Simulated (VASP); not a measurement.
# C (Cmm2) in VASP: notebook, part 2 of 2

VASP 6.6.1.

**6. Single point, r2SCAN (atom 1 (C) moved +0.075 Å along Cartesian [0 0 1])**

The input, POSCAR:

```
C
1.0
    3.5602834153      0.0000000000      0.0000000000
    0.0000000000     -3.5602834153      0.0000000000
    0.0000000000      0.0000000000     -3.5602834153
C
8
Direct
    0.5000000000      0.0000000000     -0.0210657387
    0.0000000000      0.5000000000      0.0000000000
    0.0000000000      0.0000000000      0.5000000000
    0.5000000000      0.5000000000      0.5000000000
    0.7500000000      0.7500000000      0.7500000000
    0.2500000000      0.2500000000      0.7500000000
    0.2500000000      0.7500000000      0.2500000000
    0.7500000000      0.2500000000      0.2500000000
```

The input, INCAR.step1:

```
  PREC = Accurate
  ENCUT = 910
  ISMEAR = 0
  SIGMA = 0.05
  LREAL = False
  LASPH = True
  NELM = 120
  NBANDS = 26
  GGA = PE
  ALGO = Normal
  EDIFF = 1E-5
  LWAVE = True
  LCHARG = False
  GGA_COMPAT = False
```

The input, INCAR.step2:

```
  PREC = Accurate
  ENCUT = 910
  EDIFF = 1E-6
  ISMEAR = 0
  SIGMA = 0.05
  LREAL = False
  LASPH = True
  NELM = 120
  ALGO = Normal
  ISIF = 2
  LWAVE = False
  LCHARG = False
  METAGGA = R2SCAN
  LMIXTAU = True
  NBANDS = 26
  ISTART = 1
  GGA_COMPAT = False
```

The input, KPOINTS:

```
regular mesh
0
Gamma
  6 6 6
```

Potentials or basis: VASP PAW PBE potentials, release 64 (C_h).

Command:

```
$ cat potpaw_PBE.64/C_h/POTCAR > POTCAR
$ cp INCAR.step1 INCAR
$ mpirun -np 1 vasp_std > vasp.out
$ cp INCAR.step2 INCAR
$ mpirun -np 1 vasp_std > vasp.out
```

OUTCAR:

```text
PREC = Accurate
   ENCUT = 910
   EDIFF = 1E-6
   ISMEAR = 0
   LREAL = False
   LASPH = True
   NELM = 120
   ISIF = 2
   METAGGA = R2SCAN
   ISTART = 1

 ion  position               nearest neighbor table
   1  0.500  0.000  0.979-   5 1.50   6 1.50
   2  0.000  0.500  0.000-
   3  0.000  0.000  0.500-
   4  0.500  0.500  0.500-
   5  0.750  0.750  0.750-   1 1.50
   6  0.250  0.250  0.750-   1 1.50
   7  0.250  0.750  0.250-
   8  0.750  0.250  0.250-

  LATTYP: Found a simple cubic cell.
 ALAT       =     3.5602834153

  Lattice vectors:

 A1 = (   3.5602834153,   0.0000000000,   0.0000000000)
 A2 = (   0.0000000000,  -3.5602834153,   0.0000000000)
 A3 = (   0.0000000000,   0.0000000000,  -3.5602834153)

Analysis of symmetry for initial positions (statically):
=====================================================================
 Subroutine PRICEL returns:
 Original cell was already a primitive cell.

 Routine SETGRP: Setting up the symmetry group for a
 simple cubic supercell.

 Subroutine GETGRP returns: Found  4 space group operations
 (whereof  2 operations were pure point group operations)
 out of a pool of 48 trial point group operations.

The static configuration has the point symmetry C_2 .
 The point group associated with its full space group is C_2v.

Analysis of symmetry for dynamics (positions and initial velocities):
=====================================================================
 Subroutine PRICEL returns:
 Original cell was already a primitive cell.

 Routine SETGRP: Setting up the symmetry group for a
 simple cubic supercell.

 Subroutine GETGRP returns: Found  4 space group operations
 (whereof  2 operations were pure point group operations)
 out of a pool of 48 trial point group operations.

The dynamic configuration has the point symmetry C_2 .
 The point group associated with its full space group is C_2v.

 Subroutine INISYM returns: Found  4 space group operations
 (whereof  2 operations are pure point group operations),
 and found     1 'primitive' translations

----------------------------------------------------------------------------------------

                                     Primitive cell

  volume of cell :      45.1288

  direct lattice vectors                    reciprocal lattice vectors
     3.560283415  0.000000000  0.000000000     0.280876516  0.000000000  0.000000000
     0.000000000 -3.560283415  0.000000000     0.000000000 -0.280876516  0.000000000
     0.000000000  0.000000000 -3.560283415     0.000000000  0.000000000 -0.280876516

  length of vectors
     3.560283415  3.560283415  3.560283415     0.280876516  0.280876516  0.280876516

  position of ions in fractional coordinates (direct lattice)
     0.500000000  0.000000000  0.978934261
     0.000000000  0.500000000  0.000000000
     0.000000000  0.000000000  0.500000000
     0.500000000  0.500000000  0.500000000
     0.750000000  0.750000000  0.750000000
     0.250000000  0.250000000  0.750000000
[... 28 lines left out ...]

  Length of vectors
     0.046812753  0.046812753  0.046812753

  Shift w.r.t. Gamma in fractional coordinates (k-lattice)
     0.000000000  0.000000000  0.000000000

 Subroutine IBZKPT returns following result:
 ===========================================

 Found     52 irreducible k-points:

 Following reciprocal coordinates:
            Coordinates               Weight
  0.000000  0.000000  0.000000      1.000000
  0.166667  0.000000  0.000000      4.000000
  0.000000  0.000000  0.166667      2.000000
  0.333333  0.000000  0.000000      4.000000
  0.000000  0.000000  0.333333      2.000000
  0.500000  0.000000  0.000000      2.000000
[... 16 lines left out ...]
  0.333333  0.000000  0.500000      4.000000
  0.500000  0.500000  0.000000      1.000000
 [... further k-points ...]
   k-points           NKPTS =     52   k-points in BZ     NKDIM =     52   number of bands    NBANDS=     26
   number of dos      NEDOS =    301   number of ions     NIONS =      8
   total plane-waves  NPLWV =  46656
   dimension x,y,z NGX =    36 NGY =   36 NGZ =   36
   dimension x,y,z NGXF=    72 NGYF=   72 NGZF=   72
   ions per type =               8
   NGX,Y,Z   is equivalent  to a cutoff of  16.81, 16.81, 16.81 a.u.
   NGXF,Y,Z  is equivalent  to a cutoff of  33.62, 33.62, 33.62 a.u.
 SYSTEM =  unknown system
   PREC   = accura    normal or accurate (medium, high low for compatibility)
   ISTART =      1    job   : 0-new  1-cont  2-samecut
   ICHARG =      0    charge: 1-file 2-atom 10-const
   ISPIN  =      1    spin polarized calculation?
   LNONCOLLINEAR =      F non collinear calculations
   LSORBIT =      F    spin-orbit coupling
   LASPH  =      T    aspherical Exc in radial PAW
   ENCUT  =  910.0 eV  66.88 Ry    8.18 a.u.   8.76  8.76  8.76*2*pi/ulx,y,z
   NELM   =    120;   NELMIN=  2; NELMDL=  0     # of ELM steps
   EDIFF  = 0.1E-05   stopping-criterion for ELM
   LREAL  =      F    real-space projection
[... 7 lines left out ...]
   TEBEG  =    0.0;   TEEND  =   0.0 temperature during run
   PSTRESS=    0.0 pullay stress
   NELECT =      32.0000    total number of electrons
   NUPDOWN=      -1.0000    fix difference up-down
   EMIN   =  10.00;   EMAX   =-10.00  energy-range for DOS
   EFERMI =   0.00;   METHOD = LEGACY
   ISMEAR =     0;   SIGMA  =   0.05  broadening in eV -4-tet -1-fermi 0-gaus
   EFERMI_NEDOS =   21; number of points for ismear=-14 and -15
   IALGO  =     38    algorithm
   IMIX   =      4    mixing-type and parameters
     AMIX     =   0.40;   BMIX     =  1.00
     AMIX_MAG =   1.60;   BMIX_MAG =  1.00
  volume/ion in A,a.u.               =       5.64        38.07
  Fermi-wavevector in a.u.,A,eV,Ry     =   1.459846  2.758708 28.996044  2.131149
  Thomas-Fermi vector in A             =   2.576365
   LORBIT       =      0    0 simple, 1 ext, 2 COOP (PROOUT), +10 PAW based schemes
   METAGGA = R2SCAN    functional components
   LHFCALC =     F    Hartree Fock is set to
   AEXX    =    0.0000 exact exchange contribution
   IVDW    =     0    specifies the selected vdW correction
   LEPSILON=     F    determine dielectric tensor
   LRPA    =     F    only Hartree local field effects (RPA)
 non-spin polarized calculation
 Gauss-broadening in eV      SIGMA  =   0.05
  energy-cutoff  :      910.00
  volume of cell :       45.13
 maximum number of plane-waves:      2832
   NGX = 17   NGY = 17   NGZ = 17

 number of electron      31.9999999 magnetization

 Free energy of the ion-electron system (eV)
  ---------------------------------------------------
  ext. energy  EPLUGINS =         0.00000000
  ---------------------------------------------------
  free energy    TOTEN  =       -78.74865632 eV

  energy without entropy =      -78.74865632  energy(sigma->0) =      -78.74865632

 E-fermi :  11.6096     XC(G=0): -14.3000

 val. band max:       11.3025185038   @ k =   0.0000   0.0000   0.0000
 cond. band min:      15.3497770317   @ k =   0.3333   0.0000   0.0000
 fundamental gap:      4.0472585279
 Fermi energy:        11.6096456903

 k-point     1 :       0.0000    0.0000    0.0000
  band No.  band energies     occupation
      1     -11.7593      2.00000
      2      -2.8954      2.00000
      3      -2.7708      2.00000
      4      -2.6155      2.00000
      5      -2.6132      2.00000
      6      -2.4781      2.00000
[... 685 lines left out ...]
     25      23.6998      0.00000
     26      23.9198      0.00000

 [... further k-points ...]

------------------------ aborting loop because EDIFF is reached ----------------------------------------

  FORCE on cell =-STRESS in cart. coord.  units (eV):
  Direction    XX          YY          ZZ          XY          YZ          ZX
  --------------------------------------------------------------------------------------
  -------------------------------------------------------------------------------------
  Total       -0.0222823     -0.0222823     -0.1760862      0.1661100      0.0000000      0.0000000
  in kB       -0.7910728     -0.7910728     -6.2514722      5.8972928      0.0000000      0.0000000
  external PRESSURE =      -2.6112060 kB  Pullay stress =       0.0000000 kB

 VOLUME and BASIS-vectors are now :
 -----------------------------------------------------------------------------
  energy-cutoff  :      910.00
  volume of cell :       45.13
      direct lattice vectors                 reciprocal lattice vectors
     3.560283415  0.000000000  0.000000000     0.280876516  0.000000000  0.000000000
     0.000000000 -3.560283415  0.000000000     0.000000000 -0.280876516  0.000000000
     0.000000000  0.000000000 -3.560283415     0.000000000  0.000000000 -0.280876516

 POSITION                                       TOTAL-FORCE (eV/Angst)
 -----------------------------------------------------------------------------------
      1.78014      0.00000     -3.48528        -0.000000      0.000000     -3.437294
      0.00000     -1.78014      0.00000        -0.000000      0.000000     -0.473338
      0.00000      0.00000     -1.78014        -0.000000      0.000000      0.516132
      1.78014     -1.78014     -1.78014        -0.000000      0.000000      0.516132
      2.67021     -2.67021     -2.67021         0.266777      0.266777      0.772638
      0.89007     -0.89007     -2.67021        -0.266777     -0.266777      0.772638
      0.89007     -2.67021     -0.89007         0.159347     -0.159347      0.666545
      2.67021     -0.89007     -0.89007        -0.159347      0.159347      0.666545
 -----------------------------------------------------------------------------------
    total drift:                                0.000000      0.000000      0.000125

  FREE ENERGIE OF THE ION-ELECTRON SYSTEM (eV)
  ---------------------------------------------------
  free  energy   TOTEN  =       -78.7486563194 eV

  energy  without entropy=      -78.7486563194  energy(sigma->0) =      -78.74865632
```

Run time: 2.6 min. Hardware: 1 thread of Intel Xeon 6975P-C (Granite Rapids), shared host; peak memory 0.25 GiB.

What came out:

| Property | Result |
| --- | --- |
| Free energy | -78.7487 eV |
| Pressure | -0.3 GPa |
| Largest force | 3.437 eV/Å |
| Band gap on the k mesh | 4.05 eV |

Forces on the atoms (eV/Å):
```
C    0.000  0.000 -3.437
C    0.000  0.000 -0.473
C    0.000  0.000  0.516
C    0.000  0.000  0.516
C    0.267  0.267  0.773
C   -0.267 -0.267  0.773
C    0.159 -0.159  0.667
C   -0.159  0.159  0.667
```

Stress tensor (GPa, compression positive):
```
-0.08  0.59  0.00
 0.59 -0.08  0.00
 0.00  0.00 -0.63
```

Levels at points of the mesh, in eV from the valence-band top:
```tsv
k point	band 14	band 15	band 16	band 17	band 18	band 19
(0.00, 0.00, 0.00)	-0.61	-0.30	0.00	4.34	4.49	4.73
(0.50, 0.00, 0.00)	-4.69	-4.64	-4.50	4.34	4.36	10.27
(0.00, 0.00, 0.50)	-4.81	-4.58	-4.32	4.27	4.45	10.43
(0.50, 0.50, 0.00)	-3.56	-3.48	-3.14	7.83	8.03	8.05
(0.00, 0.50, 0.50)	-3.52	-3.47	-3.31	7.76	7.89	8.13
(0.50, 0.50, 0.50)	-3.25	-3.11	-2.79	7.92	8.05	8.61
```

Caveat: the cell differs from its parent crystal (atom 1 (C) moved +0.075 Å along Cartesian [0 0 1]); the cutoff is under 1.25 times the usual one of these potentials, so pressure, stress and relaxed cells hold a basis-set (Pulay) error; the PAW data sets were made with another functional, which shifts forces and pressure a little. A k mesh can miss the band edges.

**7. Overview**

| cell | gap on the mesh (eV) | pressure (GPa) | largest force (eV/Å) |
| --- | --- | --- | --- |
| as given, atomic positions A | 4.17 | -0.6 | 2.30 |
| as given, atomic positions B | 4.34 | -0.9 | 0.58 |
| as given, atomic positions C | 3.92 | 0.2 | 4.57 |
| as given, atomic positions D | 4.28 | -0.8 | 1.15 |
| as given, atomic positions E | 4.05 | -0.3 | 3.44 |

Alike in all rows: task single point; level r2SCAN; potentials or basis VASP PAW PBE potentials, release 64 (C_h); no spin polarisation; k mesh 6 × 6 × 6; cutoff (eV) 910; smearing gaussian 0.05 eV.

Caveats: the cutoff is under 1.25 times the usual one of these potentials, so pressure, stress and relaxed cells hold a basis-set (Pulay) error; the PAW data sets were made with another functional, which shifts forces and pressure a little.

Absolute energies hang on the potentials; compare differences alone.
